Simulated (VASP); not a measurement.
# BeTe (P4mm) in VASP: further runs

Runs on BeTe. Level: PBE. Tasks: single point, relaxation of cell and atoms.

Program: VASP 6.6.1. These are calculated values, not measurements. Logs are shortened: lines on timing, memory, paths and dates and some standing lists are left out, and cuts for length are marked.

## Step 1: The cell of the first run

Symmetry: P4mm, No. 99, tetragonal system. Conventional cell: a = 3.058 Å, b = 3.058 Å, c = 4.494 Å, α = 90.00°, β = 90.00°, γ = 90.00°. Within 3.0 Å of Be (site symmetry 4mm) lie 4 Te at 2.30 Å. Te (site symmetry 4mm) has 4 Be at 2.30 Å within 3.0 Å.

## Step 2: Single point, PBE

Contents of INCAR:

```
PREC = Accurate
ENCUT = 520
EDIFF = 1E-6
ISMEAR = 0
SIGMA = 0.1
LREAL = F
LASPH = T
NELM = 100
ALGO = Normal
ISIF = 2
LWAVE = F
LCHARG = T
GGA = PE
LELF = T
LVHAR = T
NBANDS = 11
```

Contents of KPOINTS:

```
regular mesh
0
Gamma
  6 6 4
```

Contents of POSCAR:

```
BeTe
1.0
    3.0578296200      0.0000000000      0.0000000000
    0.0000000000      3.0578296200      0.0000000000
    0.0000000000      0.0000000000      4.4937167300
Be Te
1 1
Direct
    0.0000000000      0.0000000000      0.4693774300
    0.5000000000      0.5000000000      0.2933928400
```

Potentials or basis: VASP PAW PBE potentials, release 64 (Be, Te).

On the command line:

```
> cat potpaw_PBE.64/Be/POTCAR potpaw_PBE.64/Te/POTCAR > POTCAR
> mpirun -np 1 vasp_std > vasp.out
```

OUTCAR:

```text
PREC = Accurate
   ENCUT = 520
   EDIFF = 1E-6
   ISMEAR = 0
   LREAL = F
   LASPH = T
   NELM = 100
   ISIF = 2
   GGA = PE

 ion  position               nearest neighbor table
   1  0.000  0.000  0.469-   2 2.30   2 2.30   2 2.30   2 2.30
   2  0.500  0.500  0.293-   1 2.30   1 2.30   1 2.30   1 2.30

  LATTYP: Found a simple tetragonal cell.
 ALAT       =     3.0578296200
 C/A-ratio  =     1.4695772127

  Lattice vectors:

 A1 = (   3.0578296200,   0.0000000000,   0.0000000000)
 A2 = (   0.0000000000,   3.0578296200,   0.0000000000)
 A3 = (   0.0000000000,   0.0000000000,   4.4937167300)

Analysis of symmetry for initial positions (statically):
=====================================================================
 Subroutine PRICEL returns:
 Original cell was already a primitive cell.

 Routine SETGRP: Setting up the symmetry group for a
 simple tetragonal supercell.

 Subroutine GETGRP returns: Found  8 space group operations
 (whereof  8 operations were pure point group operations)
 out of a pool of 16 trial point group operations.

The static configuration has the point symmetry C_4v.

Analysis of symmetry for dynamics (positions and initial velocities):
=====================================================================
 Subroutine PRICEL returns:
 Original cell was already a primitive cell.

 Routine SETGRP: Setting up the symmetry group for a
 simple tetragonal supercell.

 Subroutine GETGRP returns: Found  8 space group operations
 (whereof  8 operations were pure point group operations)
 out of a pool of 16 trial point group operations.

The dynamic configuration has the point symmetry C_4v.

 Subroutine INISYM returns: Found  8 space group operations
 (whereof  8 operations are pure point group operations),
 and found     1 'primitive' translations

----------------------------------------------------------------------------------------

                                     Primitive cell

  volume of cell :      42.0177

  direct lattice vectors                    reciprocal lattice vectors
     3.057829620  0.000000000  0.000000000     0.327029339  0.000000000  0.000000000
     0.000000000  3.057829620  0.000000000     0.000000000  0.327029339  0.000000000
     0.000000000  0.000000000  4.493716730     0.000000000  0.000000000  0.222532941

  length of vectors
     3.057829620  3.057829620  4.493716730     0.327029339  0.327029339  0.222532941

  position of ions in fractional coordinates (direct lattice)
     0.000000000  0.000000000  0.469377430
     0.500000000  0.500000000  0.293392840

  ion indices of the primitive-cell ions
   primitive index   ion index
                 1           1
                 2           2

----------------------------------------------------------------------------------------

 KPOINTS: regular mesh

Automatic generation of k-mesh.
 Grid dimensions read from file:
 generate k-points for:    6    6    4

 Generating k-lattice:

  Cartesian coordinates                     Fractional coordinates (reciprocal lattice)
     0.054504890  0.000000000  0.000000000     0.166666667  0.000000000  0.000000000
     0.000000000  0.054504890  0.000000000     0.000000000  0.166666667  0.000000000
     0.000000000  0.000000000  0.055633235     0.000000000  0.000000000  0.250000000

  Length of vectors
     0.054504890  0.054504890  0.055633235

  Shift w.r.t. Gamma in fractional coordinates (k-lattice)
     0.000000000  0.000000000  0.000000000

 Subroutine IBZKPT returns following result:
 ===========================================

 Found     30 irreducible k-points:

 Following reciprocal coordinates:
            Coordinates               Weight
  0.000000  0.000000  0.000000      1.000000
  0.166667  0.000000  0.000000      4.000000
  0.333333  0.000000  0.000000      4.000000
  0.500000  0.000000  0.000000      2.000000
  0.166667  0.166667  0.000000      4.000000
  0.333333  0.166667  0.000000      8.000000
[... 16 lines left out ...]
  0.333333  0.000000  0.500000      4.000000
  0.500000  0.000000  0.500000      2.000000
 [... further k-points ...]
   k-points           NKPTS =     30   k-points in BZ     NKDIM =     30   number of bands    NBANDS=     11
   number of dos      NEDOS =    301   number of ions     NIONS =      2
   total plane-waves  NPLWV =  20736
   dimension x,y,z NGX =    24 NGY =   24 NGZ =   36
   dimension x,y,z NGXF=    48 NGYF=   48 NGZF=   72
   ions per type =               1   1
   NGX,Y,Z   is equivalent  to a cutoff of  13.05, 13.05, 13.32 a.u.
   NGXF,Y,Z  is equivalent  to a cutoff of  26.10, 26.10, 26.64 a.u.
 SYSTEM =  unknown system
   PREC   = accura    normal or accurate (medium, high low for compatibility)
   ISTART =      0    job   : 0-new  1-cont  2-samecut
   ICHARG =      2    charge: 1-file 2-atom 10-const
   ISPIN  =      1    spin polarized calculation?
   LNONCOLLINEAR =      F non collinear calculations
   LSORBIT =      F    spin-orbit coupling
   LASPH  =      T    aspherical Exc in radial PAW
   ENCUT  =  520.0 eV  38.22 Ry    6.18 a.u.   5.69  5.69  8.36*2*pi/ulx,y,z
   NELM   =    100;   NELMIN=  2; NELMDL= -5     # of ELM steps
   EDIFF  = 0.1E-05   stopping-criterion for ELM
   LREAL  =      F    real-space projection
   EDIFFG = 0.1E-04   stopping-criterion for IOM
   NSW    =      0    number of steps for IOM
   IBRION =     -1    ionic relax: 0-MD 1-quasi-New 2-CG
   NFREE  =      0    steps in history (QN), initial steepest desc. (CG)
   ISIF   =      2    stress and relaxation
   ISYM   =      2    0-nonsym 1-usesym 2-fastsym
   POTIM  = 0.5000    time-step for ionic-motion
   TEBEG  =    0.0;   TEEND  =   0.0 temperature during run
   PSTRESS=    0.0 pullay stress
   NELECT =       8.0000    total number of electrons
   NUPDOWN=      -1.0000    fix difference up-down
   EMIN   =  10.00;   EMAX   =-10.00  energy-range for DOS
   EFERMI =   0.00;   METHOD = LEGACY
   ISMEAR =     0;   SIGMA  =   0.10  broadening in eV -4-tet -1-fermi 0-gaus
   EFERMI_NEDOS =   21; number of points for ismear=-14 and -15
   IALGO  =     38    algorithm
   IMIX   =      4    mixing-type and parameters
     AMIX     =   0.40;   BMIX     =  1.00
     AMIX_MAG =   1.60;   BMIX_MAG =  1.00
  volume/ion in A,a.u.               =      21.01       141.77
  Fermi-wavevector in a.u.,A,eV,Ry     =   0.941804  1.779752 12.068308  0.886996
  Thomas-Fermi vector in A             =   2.069351
   LORBIT       =      0    0 simple, 1 ext, 2 COOP (PROOUT), +10 PAW based schemes
   GGA     = PE    functional components
   LHFCALC =     F    Hartree Fock is set to
   AEXX    =    0.0000 exact exchange contribution
   IVDW    =     0    specifies the selected vdW correction
   LEPSILON=     F    determine dielectric tensor
   LRPA    =     F    only Hartree local field effects (RPA)
 non-spin polarized calculation
 Gauss-broadening in eV      SIGMA  =   0.10
  energy-cutoff  :      520.00
  volume of cell :       42.02
 maximum number of plane-waves:      1160
 NGX is ok and might be reduce to    24
   NGX = 11   NGY = 11   NGZ = 17

 number of electron       8.0000001 magnetization

 Free energy of the ion-electron system (eV)
  ---------------------------------------------------
  ext. energy  EPLUGINS =         0.00000000
  ---------------------------------------------------
  free energy    TOTEN  =        -4.53797273 eV

  energy without entropy =       -4.52584578  energy(sigma->0) =       -4.53190926

 E-fermi :   6.4951     XC(G=0):  -9.1029

 val. band max:        6.4911323999   @ k =   0.1667   0.0000   0.5000
 cond. band min:       6.6934744039   @ k =   0.5000   0.5000   0.0000
 fundamental gap:      0.2023420040
 Fermi energy:         6.4950653762

 k-point     1 :       0.0000    0.0000    0.0000
  band No.  band energies     occupation
      1      -8.2921      2.00000
      2       1.9692      2.00000
      3       5.8887      2.00000
      4       5.8887      2.00000
      5       6.0974      2.00000
      6      11.6571      0.00000
      7      12.0686      0.00000
      8      16.4938      0.00000
      9      16.4938      0.00000
     10      17.0764      0.00000
     11      19.4920      0.00000

 k-point     2 :       0.1667    0.0000    0.0000
  band No.  band energies     occupation
      1      -7.9041      2.00000
      2       2.3343      2.00000
      3       3.3481      2.00000
      4       6.3866      1.87499
      5       6.4631      1.34889
      6      12.0161      0.00000
      7      13.5014      0.00000
      8      15.0805      0.00000
      9      15.7181      0.00000
     10      17.0981      0.00000
     11      18.0648      0.00000

 k-point     3 :       0.3333    0.0000    0.0000
  band No.  band energies     occupation
      1      -6.8347      2.00000
      2      -0.0897      2.00000
      3       3.3280      2.00000
      4       7.3248      0.00000
      5       7.8250      0.00000
      6      10.6811      0.00000
      7      12.9548      0.00000
      8      13.1545      0.00000
      9      13.7212      0.00000
     10      16.1540      0.00000
     11      20.2337      0.00000

 k-point     4 :       0.5000    0.0000    0.0000
  band No.  band energies     occupation
      1      -5.9232      2.00000
      2      -1.8507      2.00000
      3       4.0889      2.00000
      4       7.4779      0.00000
      5       9.5868      0.00000
      6      10.8258      0.00000
      7      10.8630      0.00000
      8      11.0088      0.00000
      9      13.8482      0.00000
     10      15.0291      0.00000
     11      20.4760      0.00000
[... 239 lines left out ...]
 k-point    22 :       0.1667    0.0000    0.5000
  band No.  band energies     occupation
      1      -7.7585      2.00000
      2       0.6437      2.00000
      3       3.4846      2.00000
      4       6.4911      1.04436
      5       9.8337      0.00000
      6      12.5034      0.00000
      7      13.5442      0.00000
      8      14.5012      0.00000
      9      15.1451      0.00000
     10      15.5130      0.00000
     11      17.7324      0.00000

 k-point    23 :       0.3333    0.0000    0.5000
  band No.  band energies     occupation
      1      -6.6932      2.00000
      2       0.0665      2.00000
      3       1.7773      2.00000
      4       7.4119      0.00000
      5       7.9293      0.00000
      6      13.1454      0.00000
      7      13.1756      0.00000
      8      13.9724      0.00000
      9      15.6102      0.00000
     10      16.4852      0.00000
     11      18.8394      0.00000

 k-point    24 :       0.5000    0.0000    0.5000
  band No.  band energies     occupation
      1      -5.7883      2.00000
      2      -1.6834      2.00000
      3       2.8079      2.00000
      4       5.7500      2.00000
      5       9.6897      0.00000
      6      10.8968      0.00000
      7      13.9645      0.00000
      8      14.6036      0.00000
      9      16.0858      0.00000
     10      16.2281      0.00000
     11      17.6969      0.00000

 [... further k-points ...]
[... 5 lines left out ...]
  --------------------------------------------------------------------------------------
  -------------------------------------------------------------------------------------
  Total       10.5548904     10.5548904      0.2195643      0.0000000      0.0000000      0.0000000
  in kB      402.4686453    402.4686453      8.3722075      0.0000000      0.0000000      0.0000000
  external PRESSURE =     271.1031660 kB  Pullay stress =       0.0000000 kB

 VOLUME and BASIS-vectors are now :
 -----------------------------------------------------------------------------
  energy-cutoff  :      520.00
  volume of cell :       42.02
      direct lattice vectors                 reciprocal lattice vectors
     3.057829620  0.000000000  0.000000000     0.327029339  0.000000000  0.000000000
     0.000000000  3.057829620  0.000000000     0.000000000  0.327029339  0.000000000
     0.000000000  0.000000000  4.493716730     0.000000000  0.000000000  0.222532941

 POSITION                                       TOTAL-FORCE (eV/Angst)
 -----------------------------------------------------------------------------------
      0.00000      0.00000      2.10925         0.000000      0.000000      0.805231
      1.52891      1.52891      1.31842         0.000000     -0.000000     -0.805231
 -----------------------------------------------------------------------------------
    total drift:                               -0.000000     -0.000000     -0.000196

  FREE ENERGIE OF THE ION-ELECTRON SYSTEM (eV)
  ---------------------------------------------------
  free  energy   TOTEN  =        -4.5379727341 eV

  energy  without entropy=       -4.5258457843  energy(sigma->0) =       -4.53190926
```

Wall time 15 s (1 thread of AMD EPYC 7R43 (Zen 3), shared host); peak memory 0.13 GiB.

What came out:

```
Free energy            : -4.5380 eV
Pressure               : 27.1 GPa
Largest force          : 0.805 eV/Å
Band gap on the k mesh : zero (band 4 reaches 7.69 eV, above the bottom of band 5 at 5.57 eV)
```

Forces in eV/Å, atoms in the order of the input:
```
Be   0.000  0.000  0.805
Te   0.000  0.000 -0.805
```

Stress tensor (GPa, compression positive):
```
40.25  0.00  0.00
 0.00 40.25  0.00
 0.00  0.00  0.84
```

Levels at points of the mesh, in eV from the Fermi level:
```csv
k point,band 1,band 2,band 3,band 4,band 5,band 6,band 7,band 8
"(0.00, 0.00, 0.00)",-14.79,-4.53,-0.61,-0.61,-0.40,5.16,5.57,10.00
"(0.50, 0.00, 0.00)",-12.42,-8.35,-2.41,0.98,3.09,4.33,4.37,4.51
"(0.50, 0.50, 0.00)",-9.32,-6.70,-6.70,-1.30,0.20,3.81,4.65,4.65
"(0.00, 0.00, 0.50)",-14.64,-6.25,-0.50,-0.50,3.99,5.38,6.00,8.10
"(0.50, 0.00, 0.50)",-12.28,-8.18,-3.69,-0.75,3.19,4.40,7.47,8.11
"(0.50, 0.50, 0.50)",-9.18,-6.58,-6.58,-1.01,-0.93,2.54,2.83,2.83
```

Caveat: spin-orbit coupling is left out, which moves the levels of the heavy elements; this functional lacks dispersion, which binds the layers, so the pressure and a relaxed spacing across them are unreliable.

## Step 3: Relaxation of cell and atoms, PBE

Contents of INCAR:

```
PREC = Accurate ; ENCUT = 600
EDIFF = 1E-7 ; ISMEAR = 0
SIGMA = 0.1 ; LREAL = False
LASPH = True ; NELM = 60
ALGO = Normal ; ISIF = 3
LWAVE = False ; LCHARG = False
GGA = PE ; IBRION = 2
NSW = 90 ; EDIFFG = -0.04
```

KPOINTS is that of step 2.

POSCAR is that of step 2.

Potentials or basis: VASP PAW PBE potentials, release 64 (Be, Te).

On the command line:

```
> cat potpaw_PBE.64/Be/POTCAR potpaw_PBE.64/Te/POTCAR > POTCAR
> mpirun -np 1 vasp_std > vasp.out
```

Run time: 2.2 min. Hardware: 1 thread of AMD EPYC 7R43 (Zen 3), shared host; peak memory 0.14 GiB.

Results (log left out):

- Free energy: -6.1262 eV
- Relaxed volume: 20.99 Å³/atom
- Relaxed cell: a = 3.645 Å, b = 3.645 Å, c = 3.161 Å, α = 90.00°, β = 90.00°, γ = 90.00°
- Space group after relaxing (to 0.05 Å): P4mm (No. 99)
- Energy gained by relaxing: 794.1 meV/atom
- Ionic steps: 18
- Pressure after relaxing: 0.0 GPa
- Largest force after relaxing: 0.034 eV/Å
- Band gap on the k mesh: zero (band 4 reaches 8.66 eV, above the bottom of band 5 at 5.38 eV)

Forces on the atoms (eV/Å):
```
Be   0.000  0.000  0.034
Te   0.000  0.000 -0.034
```

Stress tensor (GPa, compression positive):
```
-0.09  0.00  0.00
 0.00 -0.09  0.00
 0.00  0.00  0.19
```

The path:
```csv
step,energy change (eV),largest force (eV/Å),pressure (GPa),volume (Å³)
1,0.0000,0.8050,27.11,42.02
2,-0.7993,1.2586,-6.99,66.48
3,-1.2540,0.9249,-0.81,54.75
4,-1.2544,0.9120,-0.54,54.47
5,-1.3303,0.7446,-0.51,54.27
6,-1.4424,0.4602,-0.74,53.60
7,-1.4308,0.0673,-3.57,51.69
8,-1.4897,0.0315,-0.37,47.43
9,-1.4898,0.0355,-0.16,47.22
10,-1.4898,0.0371,-0.07,47.13
11,-1.4910,0.0386,-0.02,46.90
12,-1.4966,0.0437,0.05,46.21
13,-1.5119,0.0439,0.11,44.81
14,-1.5876,0.0357,0.18,41.96
15,-1.5852,0.0341,0.48,41.35
16,-1.5879,0.0350,0.23,41.81
17,-1.5838,0.0303,-0.82,42.67
18,-1.5881,0.0343,0.00,41.99
```

Final structure:
```
Be Te
1.0
     3.64454    0.00000    0.00000
     0.00000    3.64454    0.00000
     0.00000    0.00000    3.16107
Be Te
1 1
Direct
  0.00000 0.00000 0.37149
  0.50000 0.50000 0.39128
```

Levels at points of the mesh, in eV from the Fermi level:
```csv
k point,band 1,band 2,band 3,band 4,band 5,band 6,band 7,band 8
"(0.00, 0.00, 0.00)",-13.41,-2.42,-2.42,0.04,1.20,3.68,6.12,8.54
"(0.50, 0.00, 0.00)",-12.40,-7.11,-0.56,2.23,2.52,2.74,4.36,5.65
"(0.50, 0.50, 0.00)",-11.32,-5.85,-5.85,-2.60,3.33,6.50,9.50,10.22
"(0.00, 0.00, 0.50)",-11.58,-6.06,-1.15,-1.15,2.55,3.10,5.70,7.34
"(0.50, 0.00, 0.50)",-10.61,-5.29,-4.71,-1.06,0.80,3.38,4.56,7.09
"(0.50, 0.50, 0.50)",-9.45,-4.42,-4.42,-3.85,-0.10,0.60,3.00,3.00
```

Caveat: spin-orbit coupling is left out, which moves the levels of the heavy elements; this functional lacks dispersion, which binds the layers, so the pressure and a relaxed spacing across them are unreliable.
